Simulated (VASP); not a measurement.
# NiSb (P6_3/mmc) in VASP: a series of runs, part 3 of 3

VASP 6.6.1.

## Step 6: Single point, PBE (uniaxial strain along c: -2.0 %)

File INCAR:

```
SYSTEM = NiSb
  PREC = Accurate
  ENCUT = 520
  EDIFF = 1E-6
  ISMEAR = 0
  SIGMA = 0.1
  LREAL = .FALSE.
  LASPH = .TRUE.
  NELM = 60
  ALGO = Normal
  ISIF = 2
  LWAVE = .FALSE.
  LCHARG = .TRUE.
  GGA = PE
  LELF = .TRUE.
  LVHAR = .TRUE.
  NBANDS = 23
```

File KPOINTS:

```
Automatic mesh
0
G
  18 18 10
  0 0 0
```

File POSCAR:

```
NiSb
1.0
    3.9958512912      0.0000000000      0.0000000000
   -1.9979256456      3.4605087279      0.0000000000
    0.0000000000      0.0000000000      5.0537411767
Ni Sb
2 2
Direct
    0.0000000000      0.0000000000      0.0000000000
    0.0000000000      0.0000000000      0.5000000000
    0.3333333336      0.6666666664      0.2500000000
    0.6666666664      0.3333333336      0.7500000000
```

Potentials or basis: VASP PAW PBE potentials, release 64 (Ni, Sb).

Started as:

```
$ cat potpaw_PBE.64/Ni/POTCAR potpaw_PBE.64/Sb/POTCAR > POTCAR
$ mpirun -np 1 vasp_std > vasp.out
```

OUTCAR:

```text
SYSTEM = NiSb
   PREC = Accurate
   ENCUT = 520
   EDIFF = 1E-6
   ISMEAR = 0
   LREAL = .FALSE.
   LASPH = .TRUE.
   NELM = 60
   ISIF = 2
   GGA = PE

 ion  position               nearest neighbor table
   1  0.000  0.000  0.000-   2 2.53   2 2.53   3 2.63   4 2.63   4 2.63   3 2.63   4 2.63   3 2.63

   2  0.000  0.000  0.500-   1 2.53   1 2.53   3 2.63   4 2.63   4 2.63   3 2.63   4 2.63   3 2.63

   3  0.333  0.667  0.250-   1 2.63   2 2.63   1 2.63   2 2.63   1 2.63   2 2.63   4 3.42   4 3.42
                             4 3.42   4 3.42   4 3.42   4 3.42
   4  0.667  0.333  0.750-   1 2.63   2 2.63   1 2.63   2 2.63   1 2.63   2 2.63   3 3.42   3 3.42
                             3 3.42   3 3.42   3 3.42   3 3.42

  LATTYP: Found a hexagonal cell.
 ALAT       =     3.9958512912
 C/A-ratio  =     1.2647470610

  Lattice vectors:

 A1 = (   3.9958512912,   0.0000000000,   0.0000000000)
 A2 = (  -1.9979256456,   3.4605087279,   0.0000000000)
 A3 = (   0.0000000000,   0.0000000000,   5.0537411767)

Analysis of symmetry for initial positions (statically):
=====================================================================
 Subroutine PRICEL returns:
 Original cell was already a primitive cell.

 Routine SETGRP: Setting up the symmetry group for a
 hexagonal supercell.

 Subroutine GETGRP returns: Found 24 space group operations
 (whereof 12 operations were pure point group operations)
 out of a pool of 24 trial point group operations.

The static configuration has the point symmetry D_3d.
 The point group associated with its full space group is D_6h.

Analysis of symmetry for dynamics (positions and initial velocities):
=====================================================================
 Subroutine PRICEL returns:
 Original cell was already a primitive cell.

 Routine SETGRP: Setting up the symmetry group for a
 hexagonal supercell.

 Subroutine GETGRP returns: Found 24 space group operations
 (whereof 12 operations were pure point group operations)
 out of a pool of 24 trial point group operations.

The dynamic configuration has the point symmetry D_3d.
[... 127 lines left out ...]
  Thomas-Fermi vector in A             =   2.369651
   LORBIT       =      0    0 simple, 1 ext, 2 COOP (PROOUT), +10 PAW based schemes
   GGA     = PE    functional components
   LHFCALC =     F    Hartree Fock is set to
   AEXX    =    0.0000 exact exchange contribution
   IVDW    =     0    specifies the selected vdW correction
   LEPSILON=     F    determine dielectric tensor
   LRPA    =     F    only Hartree local field effects (RPA)
 non-spin polarized calculation
 Gauss-broadening in eV      SIGMA  =   0.10
  energy-cutoff  :      520.00
  volume of cell :       69.88
 maximum number of plane-waves:      1904
 NGX is ok and might be reduce to    30
   NGX = 15   NGY = 15   NGZ = 19

 number of electron      29.9999999 magnetization

 Free energy of the ion-electron system (eV)
  ---------------------------------------------------
  ext. energy  EPLUGINS =         0.00000000
  ---------------------------------------------------
  free energy    TOTEN  =       -20.29992764 eV

  energy without entropy =      -20.28768742  energy(sigma->0) =      -20.29380753

 E-fermi :   9.7365     XC(G=0): -11.4260

 val. band max:        9.7350994803   @ k =   0.1111  -0.0000   0.1000
 cond. band min:       9.7370888526   @ k =   0.1111   0.0556   0.0000
 fundamental gap:      0.0019893723
 Fermi energy:         9.7365053575

 k-point     1 :       0.0000    0.0000    0.0000
  band No.  band energies     occupation
      1      -3.0755      2.00000
      2       1.5564      2.00000
      3       3.7544      2.00000
      4       5.8565      2.00000
      5       5.8565      2.00000
      6       6.6056      2.00000
[... 613 lines left out ...]
     22      17.2852      0.00000
     23      18.6390      0.00000

 [... further k-points ...]

------------------------ aborting loop because EDIFF is reached ----------------------------------------

  FORCE on cell =-STRESS in cart. coord.  units (eV):
  Direction    XX          YY          ZZ          XY          YZ          ZX
  --------------------------------------------------------------------------------------
  -------------------------------------------------------------------------------------
  Total        0.0320474      0.0320474      1.2868664     -0.0000000     -0.0000000      0.0000000
  in kB        0.7347534      0.7347534     29.5040610     -0.0000000     -0.0000000      0.0000000
  external PRESSURE =      10.3245226 kB  Pullay stress =       0.0000000 kB

 VOLUME and BASIS-vectors are now :
 -----------------------------------------------------------------------------
  energy-cutoff  :      520.00
  volume of cell :       69.88
      direct lattice vectors                 reciprocal lattice vectors
     3.995851291  0.000000000  0.000000000     0.250259564  0.144487426  0.000000000
    -1.997925646  3.460508728  0.000000000     0.000000000  0.288974853  0.000000000
     0.000000000  0.000000000  5.053741177     0.000000000  0.000000000  0.197873212

 POSITION                                       TOTAL-FORCE (eV/Angst)
 -----------------------------------------------------------------------------------
      0.00000      0.00000      0.00000        -0.000000      0.000000     -0.000000
      0.00000      0.00000      2.52687        -0.000000      0.000000     -0.000000
      0.00000      2.30701      1.26344        -0.000000      0.000000      0.000000
      1.99793      1.15350      3.79031         0.000000      0.000000      0.000000
 -----------------------------------------------------------------------------------
    total drift:                               -0.000000      0.000000      0.000000

  FREE ENERGIE OF THE ION-ELECTRON SYSTEM (eV)
  ---------------------------------------------------
  free  energy   TOTEN  =       -20.2999276375 eV

  energy  without entropy=      -20.2876874161  energy(sigma->0) =      -20.29380753
```

OSZICAR:

```text
N       E                     dE             d eps       ncg     rms          rms(c)
DAV:   1     0.169416035114E+03    0.16942E+03   -0.12263E+04 10236   0.134E+03
DAV:   2    -0.125512716278E+02   -0.18197E+03   -0.17304E+03 10674   0.279E+02
DAV:   3    -0.215358192002E+02   -0.89845E+01   -0.87452E+01 12644   0.765E+01
DAV:   4    -0.217207448885E+02   -0.18493E+00   -0.18475E+00 11401   0.104E+01
DAV:   5    -0.217270604494E+02   -0.63156E-02   -0.63153E-02 13900   0.200E+00    0.130E+01
DAV:   6    -0.244388387454E+02   -0.27118E+01   -0.25426E+01 11549   0.893E+01    0.177E+01
DAV:   7    -0.203343263754E+02    0.41045E+01   -0.10303E+01 12025   0.630E+01    0.323E+00
DAV:   8    -0.203509141818E+02   -0.16588E-01   -0.92469E-01 14612   0.859E+00    0.252E+00
DAV:   9    -0.202999651983E+02    0.50949E-01   -0.19177E-01 12011   0.701E+00    0.441E-01
DAV:  10    -0.203001250424E+02   -0.15984E-03   -0.55777E-03 12022   0.758E-01    0.336E-01
DAV:  11    -0.202999331437E+02    0.19190E-03   -0.71388E-04 12131   0.197E-01    0.664E-02
DAV:  12    -0.202999401496E+02   -0.70059E-05   -0.19473E-04 15635   0.180E-01    0.479E-02
DAV:  13    -0.202999311090E+02    0.90406E-05   -0.17806E-05 13729   0.473E-02    0.228E-02
DAV:  14    -0.202999284236E+02    0.26854E-05   -0.57423E-06 13157   0.167E-02    0.413E-03
DAV:  15    -0.202999276375E+02    0.78609E-06   -0.56807E-07  6527   0.678E-03
   1 F= -.20299928E+02 E0= -.20293808E+02  d E =-.122402E-01
```

stdout:

```text
POSCAR found type information on POSCAR NiSb
 POSCAR found :  2 types and       4 ions
 scaLAPACK will be used
 LDA part: xc-table for (Slater+PW92), standard interpolation
 POSCAR, INCAR and KPOINTS ok, starting setup
 FFT: planning ... GRIDC
 FFT: planning ... GRID_SOFT
 FFT: planning ... GRID
 WAVECAR not read
 entering main loop
```

Wall time 8.5 min (1 thread of Intel Xeon 8259CL, shared host); peak memory 0.43 GiB.

Results:

- Free energy: -20.2999 eV
- Pressure: 1.0 GPa
- Band gap on the k mesh: zero (bands 15 and 16 overlap by 3.18 eV)

Stress tensor (GPa, compression positive):
```
0.07 0.00 0.00
0.00 0.07 0.00
0.00 0.00 2.95
```

Caveat: the cell differs from its parent crystal (uniaxial strain along c: -2.0 %); spin-orbit coupling is left out, which moves the levels of the heavy elements. Spin polarisation is off, so any magnetic state and its effect on volume and gap are missing.

## Step 7: The runs side by side

```csv
task,cell,k mesh,cutoff (eV),gap on the mesh (eV),pressure (GPa)
relaxation of cell and atoms,"relaxed to 5 GPa from a = 3.922, b = 3.922, c = 5.085 Å, angles 90.0, 90.0, 120.0°, 4 atoms",12 × 12 × 8,600,none,4.9
relaxation of cell and atoms,"relaxed to 2 GPa from a = 3.950, b = 3.950, c = 5.123 Å, angles 90.0, 90.0, 120.0°, 4 atoms",12 × 12 × 8,600,none,2.0
relaxation of cell and atoms,"relaxed to -2 GPa from a = 4.001, b = 4.001, c = 5.190 Å, angles 90.0, 90.0, 120.0°, 4 atoms",12 × 12 × 8,600,none,-2.0
single point,"a = 4.006, b = 4.006, c = 5.002 Å, angles 90.0, 90.0, 120.0°, 4 atoms",18 × 18 × 10,520,none,1.7
single point,"a = 3.996, b = 3.996, c = 5.054 Å, angles 90.0, 90.0, 120.0°, 4 atoms",18 × 18 × 10,520,none,1.0
```

Alike in all rows: level PBE; potentials or basis VASP PAW PBE potentials, release 64 (Ni, Sb); no spin polarisation; smearing gaussian 0.1 eV.

Caveats: spin-orbit coupling is left out, which moves the levels of the heavy elements; the cell is relaxed towards a set pressure, so the run minimises the enthalpy, not the energy (at least some runs).

Total energies depend on the potentials used, so only differences within one code and one set of settings carry meaning.

The gap in the log of VASP goes by the Fermi energy; the results here count the filled bands.